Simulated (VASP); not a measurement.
# ZnS (F-43m) in VASP: further runs

The runs below take ZnS through vibrations by perturbation theory, with LDA.

All numbers are computed with VASP 6.6.1; they aren't measurements. Logs are shortened: lines on timing, memory, paths and dates and some standing lists are left out, and cuts for length are marked.

## Step 1: The cell of the first run

It takes space group F-43m (No. 216, cubic). The conventional cell has a = 5.277 Å, b = 5.277 Å, c = 5.277 Å, α = 90.00°, β = 90.00°, γ = 90.00°. Zn (site symmetry -43m) has 4 S at 2.28 Å within 3.0 Å. S (site symmetry -43m) has 4 Zn at 2.28 Å within 3.0 Å.

## Step 2: Vibrations by perturbation theory, LDA

Contents of INCAR:

```
SYSTEM = ZnS
PREC = Accurate
ENCUT = 520
EDIFF = 1E-8
ISMEAR = 0
SIGMA = 0.01
LREAL = .False.
LASPH = .True.
NELM = 80
ALGO = Normal
ISIF = 2
LWAVE = .False.
LCHARG = .True.
GGA = CA
NBANDS = 16
IBRION = 8
NSW = 1
LEPSILON = .True.
```

Contents of KPOINTS:

```
regular mesh
0
Gamma
  10 10 10
  0 0 0
```

Contents of POSCAR:

```
ZnS
1.0
    0.0000000000      2.6383406184      2.6383406184
    2.6383406184      0.0000000000      2.6383406184
    2.6383406184      2.6383406184      0.0000000000
Zn S
1 1
Direct
    0.0000000000      0.0000000000      0.0000000000
    0.7500000000      0.7500000000      0.7500000000
```

Potentials or basis: VASP PAW LDA potentials, release 64 (Zn, S).

On the command line:

```sh
$ cat potpaw_LDA.64/Zn/POTCAR potpaw_LDA.64/S/POTCAR > POTCAR
$ mpirun -np 1 vasp_std > vasp.out
```

OUTCAR:

```text
SYSTEM = ZnS
   PREC = Accurate
   ENCUT = 520
   EDIFF = 1E-8
   ISMEAR = 0
   LREAL = .False.
   LASPH = .True.
   NELM = 80
   ISIF = 2
   GGA = CA
   IBRION = 8
   NSW = 1
   LEPSILON = .True.

 ion  position               nearest neighbor table
   1  0.000  0.000  0.000-   2 2.28   2 2.28   2 2.28   2 2.28
   2  0.750  0.750  0.750-   1 2.28   1 2.28   1 2.28   1 2.28

  LATTYP: Found a face centered cubic cell.
 ALAT       =     5.2766812368

  Lattice vectors:

 A1 = (   0.0000000000,   2.6383406184,   2.6383406184)
 A2 = (   2.6383406184,   0.0000000000,   2.6383406184)
 A3 = (   2.6383406184,   2.6383406184,   0.0000000000)

Analysis of symmetry for initial positions (statically):
=====================================================================
 Subroutine PRICEL returns:
 Original cell was already a primitive cell.

 Routine SETGRP: Setting up the symmetry group for a
 face centered cubic supercell.

 Subroutine GETGRP returns: Found 24 space group operations
 (whereof 24 operations were pure point group operations)
 out of a pool of 48 trial point group operations.

The static configuration has the point symmetry T_d .

Analysis of symmetry for dynamics (positions and initial velocities):
=====================================================================
 Subroutine PRICEL returns:
 Original cell was already a primitive cell.

 Routine SETGRP: Setting up the symmetry group for a
 face centered cubic supercell.

 Subroutine GETGRP returns: Found 24 space group operations
 (whereof 24 operations were pure point group operations)
 out of a pool of 48 trial point group operations.

The dynamic configuration has the point symmetry T_d .

 Subroutine INISYM returns: Found 24 space group operations
 (whereof 24 operations are pure point group operations),
 and found     1 'primitive' translations

----------------------------------------------------------------------------------------

                                     Primitive cell

  volume of cell :      36.7301

  direct lattice vectors                    reciprocal lattice vectors
     0.000000000  2.638340618  2.638340618    -0.189513059  0.189513059  0.189513059
     2.638340618  0.000000000  2.638340618     0.189513059 -0.189513059  0.189513059
     2.638340618  2.638340618  0.000000000     0.189513059  0.189513059 -0.189513059

  length of vectors
     3.731177085  3.731177085  3.731177085     0.328246246  0.328246246  0.328246246

  position of ions in fractional coordinates (direct lattice)
     0.000000000  0.000000000  0.000000000
     0.750000000  0.750000000  0.750000000

  ion indices of the primitive-cell ions
   primitive index   ion index
                 1           1
                 2           2

----------------------------------------------------------------------------------------

 KPOINTS: regular mesh

Automatic generation of k-mesh.
 Grid dimensions read from file:
 generate k-points for:   10   10   10

 Generating k-lattice:

  Cartesian coordinates                     Fractional coordinates (reciprocal lattice)
[... 605 lines left out ...]
  ---------------------------------------------------
  ---------------------------------------------------
  free energy    TOTEN  =        -0.54928012 eV

  energy without entropy =       -0.54928012

------------------------ aborting loop because EDIFF is reached ----------------------------------------

--------------------------------------- Ionic step        2  -------------------------------------------

------------------------ aborting loop because EDIFF is reached ----------------------------------------

--------------------------------------- Ionic step        3  -------------------------------------------

------------------------ aborting loop because EDIFF is reached ----------------------------------------

 PIEZOELECTRIC TENSOR FIELD DIRECTION 3  (e Angst)
 -----------------------------------------------------------------------------
    -0.00088  1.49428  0.00000           ( -0.00000 -0.01608  0.00000)
     1.49428 -0.00088  0.00000           ( -0.01608 -0.00000  0.00000)
     0.00000  0.00000  0.00014           (  0.00000  0.00000 -0.00000)

 PIEZOELECTRIC TENSOR FIELD DIRECTION 3  (C/m^2)
 -----------------------------------------------------------------------------
    -0.00038  0.65181  0.00000
     0.65181 -0.00038  0.00000
     0.00000  0.00000  0.00006

--------------------------------------- Ionic step        4  -------------------------------------------

------------------------ aborting loop because EDIFF is reached ----------------------------------------

[... ionic steps 5 to 6 ...]

--------------------------------------- Ionic step        7  -------------------------------------------

 Free energy of the ion-electron system (eV)
  ---------------------------------------------------
  ---------------------------------------------------
  free energy    TOTEN  =        -0.10375863 eV

  energy without entropy =       -0.10375863

------------------------ aborting loop because EDIFF is reached ----------------------------------------

 INTERNAL STRAIN TENSOR  FOR ION    2  DIRECTION 1   (eV/Angst):
 -----------------------------------------------------------------------------
    -0.01737  0.00000  0.00000
     0.00000  0.01721  7.10041
     0.00000  7.10041  0.01721

 MACROSCOPIC STATIC DIELECTRIC TENSOR (including local field effects in DFT)
 ------------------------------------------------------
           6.143829    -0.000000     0.000000
           0.000000     6.143829    -0.000000
          -0.000000     0.000000     6.143829
 ------------------------------------------------------

 PIEZOELECTRIC TENSOR (including local field effects)  for field in x, y, z        (e  Angst)
          XX          YY          ZZ          XY          YZ          ZX
  --------------------------------------------------------------------------------
  x    -0.00000    -0.00000    -0.00000     0.00000     1.50605     0.00000
  y     0.00000    -0.00000     0.00000     0.00000     0.00000     1.50605
  z     0.00000     0.00000    -0.00000     1.50605     0.00000     0.00000

 PIEZOELECTRIC TENSOR (including local field effects)  for field in x, y, z        (C/m^2)
          XX          YY          ZZ          XY          YZ          ZX
  --------------------------------------------------------------------------------
  x    -0.00000    -0.00000    -0.00000     0.00000     0.65694     0.00000
  y     0.00000    -0.00000     0.00000     0.00000     0.00000     0.65694
  z     0.00000     0.00000    -0.00000     0.65694     0.00000     0.00000

 BORN EFFECTIVE CHARGES (including local field effects) (in |e|, cummulative output)
 ---------------------------------------------------------------------------------
 ion    1
    1     1.89666    -0.00000     0.00000
    2    -0.00000     1.89666    -0.00000
    3    -0.00000    -0.00000     1.89666
 ion    2
    1    -1.89666     0.00000     0.00000
    2     0.00000    -1.89666     0.00000
    3     0.00000     0.00000    -1.89666

 INTERNAL STRAIN TENSOR FOR ION    2 for displacements in x,y,z  (eV/Angst):
          X           Y           Z          XY          YZ          ZX
  --------------------------------------------------------------------------------
  x     0.00000     0.00000     0.00000     0.00000     7.10041     0.00000
  y    -0.00000     0.00000    -0.00000     0.00000     0.00000     7.10041
  z     0.00000     0.00000     0.00000     7.10041     0.00000     0.00000

 SECOND DERIVATIVES (NOT SYMMETRIZED)
 ------------------------------------
               1X          1Y          1Z          2X          2Y          2Z
  1X    -7.050260    0.000000    0.000000    7.050260    0.000000    0.000000
  1Y     0.000000   -7.050260    0.000000    0.000000    7.050260    0.000000
  1Z     0.000000    0.000000   -7.050260    0.000000    0.000000    7.050260
  2X     7.033411    0.000000    0.000000   -7.033411    0.000000    0.000000
  2Y     0.000000    7.033411    0.000000    0.000000   -7.033411    0.000000
  2Z     0.000000    0.000000    7.033411    0.000000    0.000000   -7.033411

 Eigenvectors and eigenvalues of the dynamical matrix
 ----------------------------------------------------

   1 f  =    8.941927 THz    56.183782 2PiTHz  298.270567 cm-1    36.980820 meV
             X         Y         Z           dx          dy          dz
      0.000000  0.000000  0.000000     0.244211   -0.519538    0.000000
      3.957511  3.957511  3.957511    -0.348320    0.741022    0.000000
[... 21 lines left out ...]
   6 f/i=    0.005029 THz     0.031595 2PiTHz    0.167734 cm-1     0.020796 meV
             X         Y         Z           dx          dy          dz
      0.000000  0.000000  0.000000     0.157735   -0.803468    0.000000
      3.957511  3.957511  3.957511     0.110589   -0.563320    0.000000

--------------------------------------------------------------------------------------------------------

 MACROSCOPIC STATIC DIELECTRIC TENSOR IONIC CONTRIBUTION
 ------------------------------------------------------
           2.516723    -0.000000     0.000000
          -0.000000     2.516723    -0.000000
           0.000000    -0.000000     2.516723
 ------------------------------------------------------

 ELASTIC MODULI CONTR FROM IONIC RELAXATION (kBar)
 Direction    XX          YY          ZZ          XY          YZ          ZX
 --------------------------------------------------------------------------------
 XX          -0.0000     -0.0000     -0.0000     -0.0000     -0.0000      0.0000
 YY          -0.0000     -0.0000     -0.0000     -0.0000     -0.0000     -0.0000
 ZZ          -0.0000     -0.0000     -0.0000     -0.0000     -0.0000      0.0000
 XY          -0.0000     -0.0000     -0.0000   -311.7191     -0.0000      0.0000
 YZ          -0.0000     -0.0000     -0.0000     -0.0000   -311.7191      0.0000
 ZX           0.0000     -0.0000      0.0000      0.0000      0.0000   -311.7191
 --------------------------------------------------------------------------------

 PIEZOELECTRIC TENSOR IONIC CONTR  for field in x, y, z        (C/m^2)
          XX          YY          ZZ          XY          YZ          ZX
  --------------------------------------------------------------------------------
  x    -0.00000    -0.00000    -0.00000    -0.00000    -0.83343     0.00000
  y     0.00000    -0.00000     0.00000     0.00000     0.00000    -0.83343
  z    -0.00000    -0.00000    -0.00000    -0.83343    -0.00000     0.00000
```

Wall time 7.1 min (1 thread of AMD EPYC 9R45 (Zen 5), shared host); peak memory 0.33 GiB.

Results:

```
Electronic dielectric tensor (diagonal)                 : 6.14
Born charges (mean of the diagonal)                     : Zn +1.90; S -1.90 e
Highest phonon frequency at Γ, LO-TO splitting left out : 298 cm⁻¹
```

Phonon frequencies in cm⁻¹ (negative: imaginary):
```
              q point        frequencies
(0.000, 0.000, 0.000)  0 0 0 298 298 298
```

Electronic dielectric tensor:
```
6.14 0.00 0.00
0.00 6.14 0.00
0.00 0.00 6.14
```

Born effective charge tensors (e):
atom 1, Zn
```
1.90 0.00 0.00
0.00 1.90 0.00
0.00 0.00 1.90
```
atom 2, S
```
-1.90  0.00  0.00
 0.00 -1.90  0.00
 0.00  0.00 -1.90
```

Caveat: the cell stands under pressure or tension, which shifts response properties.

## Step 3: Vibrations by perturbation theory, LDA

This run uses another cell than the first one, of 19.29 Å³/atom.

Contents of INCAR:

```
SYSTEM = ZnS
PREC     = Accurate       ! precision mode
ENCUT    = 520            ! plane-wave cutoff, eV
EDIFF    = 1E-8           ! SCF threshold, eV
ISMEAR   = 0              ! smearing method
SIGMA    = 0.01           ! smearing width, eV
LREAL    = .FALSE.        ! projectors in reciprocal space
LASPH    = .TRUE.         ! aspherical terms in the spheres
NELM     = 80             ! most SCF steps
ALGO     = Normal         ! electronic algorithm
ISIF     = 2              ! what is computed and relaxed
LWAVE    = .FALSE.        ! write WAVECAR
LCHARG   = .TRUE.         ! write CHGCAR
GGA      = CA             ! functional
NBANDS   = 16             ! bands
IBRION   = 8              ! ionic algorithm
NSW      = 1              ! ionic steps
LEPSILON = .TRUE.         ! dielectric tensor by DFPT
```

Contents of KPOINTS:

```
Automatic mesh
0
G
  10 10 10
  0 0 0
```

Contents of POSCAR:

```
ZnS
1.0
    0.0000000000      2.6817913259      2.6817913259
    2.6817913259      0.0000000000      2.6817913259
    2.6817913259      2.6817913259      0.0000000000
Zn S
1 1
Direct
    0.0000000000      0.0000000000      0.0000000000
    0.7500000000      0.7500000000      0.7500000000
```

Potentials or basis: VASP PAW LDA potentials, release 64 (Zn, S).

On the command line:

```sh
$ cat potpaw_LDA.64/Zn/POTCAR potpaw_LDA.64/S/POTCAR > POTCAR
$ mpirun -np 1 vasp_std > vasp.out
```

OUTCAR:

```text
SYSTEM = ZnS
   PREC = Accurate
   ENCUT = 520
   EDIFF = 1E-8
   ISMEAR = 0
   LREAL = .FALSE.
   LASPH = .TRUE.
   NELM = 80
   ISIF = 2
   GGA = CA
   IBRION = 8
   NSW = 1
   LEPSILON = .TRUE.

 ion  position               nearest neighbor table
   1  0.000  0.000  0.000-   2 2.32   2 2.32   2 2.32   2 2.32
   2  0.750  0.750  0.750-   1 2.32   1 2.32   1 2.32   1 2.32

  LATTYP: Found a face centered cubic cell.
 ALAT       =     5.3635826518

  Lattice vectors:

 A1 = (   0.0000000000,   2.6817913259,   2.6817913259)
 A2 = (   2.6817913259,   0.0000000000,   2.6817913259)
 A3 = (   2.6817913259,   2.6817913259,   0.0000000000)

Analysis of symmetry for initial positions (statically):
[... 758 lines left out ...]
  z     0.00000     0.00000    -0.00000     5.16654     0.00000     0.00000

 SECOND DERIVATIVES (NOT SYMMETRIZED)
 ------------------------------------
               1X          1Y          1Z          2X          2Y          2Z
  1X    -5.950523    0.000000    0.000000    5.950523    0.000000    0.000000
  1Y     0.000000   -5.950523    0.000000    0.000000    5.950523    0.000000
  1Z     0.000000    0.000000   -5.950523    0.000000    0.000000    5.950523
  2X     5.919395    0.000000    0.000000   -5.919395    0.000000    0.000000
  2Y     0.000000    5.919395    0.000000    0.000000   -5.919395    0.000000
  2Z     0.000000    0.000000    5.919395    0.000000    0.000000   -5.919395

 Eigenvectors and eigenvalues of the dynamical matrix
 ----------------------------------------------------

   1 f  =    8.207131 THz    51.566923 2PiTHz  273.760412 cm-1    33.941950 meV
             X         Y         Z           dx          dy          dz
      0.000000  0.000000  0.000000    -0.574622    0.000000    0.000000
      4.022687  4.022687  4.022687     0.818419    0.000000    0.000000
[... 21 lines left out ...]
   6 f/i=    0.010121 THz     0.063595 2PiTHz    0.337617 cm-1     0.041859 meV
             X         Y         Z           dx          dy          dz
      0.000000  0.000000  0.000000     0.000000   -0.189934   -0.796075
      4.022687  4.022687  4.022687     0.000000   -0.133355   -0.558933

--------------------------------------------------------------------------------------------------------

 MACROSCOPIC STATIC DIELECTRIC TENSOR IONIC CONTRIBUTION
 ------------------------------------------------------
           3.048037     0.000000    -0.000000
           0.000000     3.048037    -0.000000
          -0.000000    -0.000000     3.048037
 ------------------------------------------------------

 ELASTIC MODULI CONTR FROM IONIC RELAXATION (kBar)
 Direction    XX          YY          ZZ          XY          YZ          ZX
 --------------------------------------------------------------------------------
 XX          -0.0000     -0.0000      0.0000     -0.0000      0.0000     -0.0000
 YY          -0.0000     -0.0000     -0.0000     -0.0000     -0.0000     -0.0000
 ZZ           0.0000     -0.0000     -0.0000      0.0000     -0.0000     -0.0000
 XY          -0.0000     -0.0000      0.0000   -186.6171      0.0000      0.0000
 YZ           0.0000     -0.0000     -0.0000      0.0000   -186.6171      0.0000
 ZX          -0.0000     -0.0000     -0.0000      0.0000      0.0000   -186.6171
 --------------------------------------------------------------------------------

 PIEZOELECTRIC TENSOR IONIC CONTR  for field in x, y, z        (C/m^2)
          XX          YY          ZZ          XY          YZ          ZX
  --------------------------------------------------------------------------------
  x     0.00000    -0.00000    -0.00000     0.00000    -0.70967     0.00000
  y    -0.00000    -0.00000    -0.00000     0.00000    -0.00000    -0.70967
  z    -0.00000    -0.00000     0.00000    -0.70967    -0.00000     0.00000
```

OSZICAR:

```text
N       E                     dE             d eps       ncg     rms          rms(c)
DAV:   1     0.917006038849E+02    0.91701E+02   -0.90363E+03  1504   0.137E+03
DAV:   2    -0.235032753792E+01   -0.94051E+02   -0.87701E+02  1712   0.269E+02
DAV:   3    -0.855814358695E+01   -0.62078E+01   -0.61777E+01  1880   0.668E+01
DAV:   4    -0.862573247170E+01   -0.67589E-01   -0.67572E-01  1848   0.722E+00
[... 170 lines left out ...]
RMM:   7    -0.103854191539E+00   -0.20991E-05   -0.29994E-08  9976   0.113E-03    0.533E-04
RMM:   8    -0.103854846379E+00   -0.65484E-06   -0.36571E-08 10556   0.252E-04    0.121E-04
RMM:   9    -0.103854452036E+00    0.39434E-06   -0.19380E-09 10378   0.795E-05    0.293E-05
RMM:  10    -0.103854581844E+00   -0.12981E-06   -0.10839E-08 10417   0.291E-05    0.433E-06
RMM:  11    -0.103854588639E+00   -0.67951E-08   -0.15510E-09 10165   0.120E-05    0.466E-06
 Linear response finished
```

Wall time 9.1 min (1 thread of Intel Xeon Platinum 8488C (Sapphire Rapids), shared host); peak memory 0.36 GiB.

What came out:

```yaml
Electronic_dielectric_tensor_diagonal: 6.18
Born_charges_mean_of_the_diagonal: Zn +1.96; S -1.96 e
Highest_phonon_frequency_at_Γ_LO-TO_splitting_left_out: 274 cm⁻¹
```

Phonon frequencies in cm⁻¹ (negative: imaginary):
| q point | frequencies |
| --- | --- |
| (0.000, 0.000, 0.000) | 0 0 0 274 274 274 |

Electronic dielectric tensor:
```
6.18 0.00 0.00
0.00 6.18 0.00
0.00 0.00 6.18
```

Born effective charge tensors (e):
atom 1, Zn
```
1.96 0.00 0.00
0.00 1.96 0.00
0.00 0.00 1.96
```
atom 2, S
```
-1.96  0.00  0.00
 0.00 -1.96  0.00
 0.00  0.00 -1.96
```

Caveat: the cell stands under pressure or tension, which shifts response properties.

(Part 1 of 2 ends here.)
